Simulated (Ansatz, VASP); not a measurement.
**SbSe5 in VASP and in Ansatz**

```
Sb Se
1.0
     3.69047    2.13070    3.69183
    -3.69047    2.13070    3.69183
     0.00000   -4.26139    3.69183
Sb Se
1 5
Direct
  0.50000 0.50000 0.50000
  0.50042 0.00000 0.49958
  0.19473 0.19473 0.19473
  0.00000 0.49958 0.50042
  0.49958 0.50042 0.00000
  0.80527 0.80527 0.80527
```

Change from the starting cell: species swapped into the Mg5Cd type (R32, No. 155).

Alike in both runs: functional PBE; k mesh 3 × 3 × 3; occupations gaussian, width 0.2 eV; no spin polarisation.

Ansatz relaxed the structure, and its values are those at the end. VASP's run is a single point on that final structure, the one shown.

|  | VASP | Ansatz |
| --- | --- | --- |
| version | VASP 6.6.1 | Ansatz 0.2.0 |
| potentials or method | VASP PAW PBE potentials, release 64 (Sb, Se), cutoff 500 eV | scalar-relativistic, plane waves, PAW |
| valence electrons in the cell | 35 | 95 |

VASP gave:

* gap on the k mesh at the Fermi level (eV): none
* pressure (GPa): 0.3
* rms of the force components (eV/Å): 0.006

Question: Which values does Ansatz return?

Answer: gap on the k mesh at the Fermi level (eV): none; pressure (GPa): 0.3; rms of the force components (eV/Å): 0.005.

A gap of «none» marks a metal or a gap that the smearing closes. VASP's potentials hold 35 valence electrons a cell and Ansatz's 95, so a difference there can come from the potentials and not from the codes.

The k mesh is coarse, so the values compare programs but aren't converged. Spin-orbit coupling is off throughout.
